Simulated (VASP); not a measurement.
Wanted: the native input for a VASP 6.6.1 run.

```
Task                    : density of states
Functional              : PBE
Potentials or basis     : VASP PAW PBE potentials, release 64 (Ag)
Cutoff                  : 520 eV
k mesh                  : 15 × 15 × 15
Occupations             : fermi-dirac, width 0.03 eV
Spin                    : no spin polarisation
Dipole correction       : no
k mesh for the DOS      : 23 × 23 × 23
Occupations for the DOS : tetrahedron
Further INCAR settings  : ALGO = Normal; EDIFF = 1e-07; NBANDS = 12
```

The system is Ag.

```
Ag
1.0
     0.00000    2.04310    2.04310
     2.04310    0.00000    2.04310
     2.04310    2.04310    0.00000
Ag
1
Direct
  0.00000 0.00000 0.00000
```

These files were run (other wordings do the same):

POSCAR

```
Ag
1.0
    0.0000000000      2.0431000000      2.0431000000
    2.0431000000      0.0000000000      2.0431000000
    2.0431000000      2.0431000000      0.0000000000
Ag
1
Direct
    0.0000000000      0.0000000000      0.0000000000
```

INCAR.step1

```
SYSTEM = Ag
PREC = Accurate ; ENCUT = 520
EDIFF = 1E-7 ; ISMEAR = -1
SIGMA = 0.03 ; LREAL = .False.
LASPH = .True. ; NELM = 100
ALGO = Normal ; ISIF = 2
LWAVE = .False. ; LCHARG = .True.
LMAXMIX = 4 ; GGA = PE
NBANDS = 12
```

KPOINTS.step1

```
regular mesh
0
Gamma
  15 15 15
  0 0 0
```

INCAR.step2

```
SYSTEM = Ag
PREC = Accurate ; ENCUT = 520
EDIFF = 1E-7 ; ISMEAR = -5
SIGMA = 0.03 ; LREAL = .False.
LASPH = .True. ; NELM = 100
ALGO = Normal ; ISIF = 2
LWAVE = .False. ; LCHARG = .False.
LMAXMIX = 4 ; GGA = PE
LORBIT = 10 ; NBANDS = 12
NEDOS = 2001 ; ICHARG = 11
```

KPOINTS.step2

```
regular mesh
0
Gamma
  23 23 23
  0 0 0
```

Potentials or basis: VASP PAW PBE potentials, release 64 (Ag).

Launch:

```console
$ cat potpaw_PBE.64/Ag/POTCAR > POTCAR
$ cp INCAR.step1 INCAR
$ cp KPOINTS.step1 KPOINTS
$ mpirun -np 1 vasp_std > vasp.out
$ cp INCAR.step2 INCAR
$ cp KPOINTS.step2 KPOINTS
$ mpirun -np 1 vasp_std > vasp.out
```

Results of the run:

```json
{"Valence electrons inside the program's atomic spheres": "Ag 9.88"}
```

It took 35 s on 1 thread of Intel Xeon 6975P-C (shared host), peak memory 0.19 GiB.
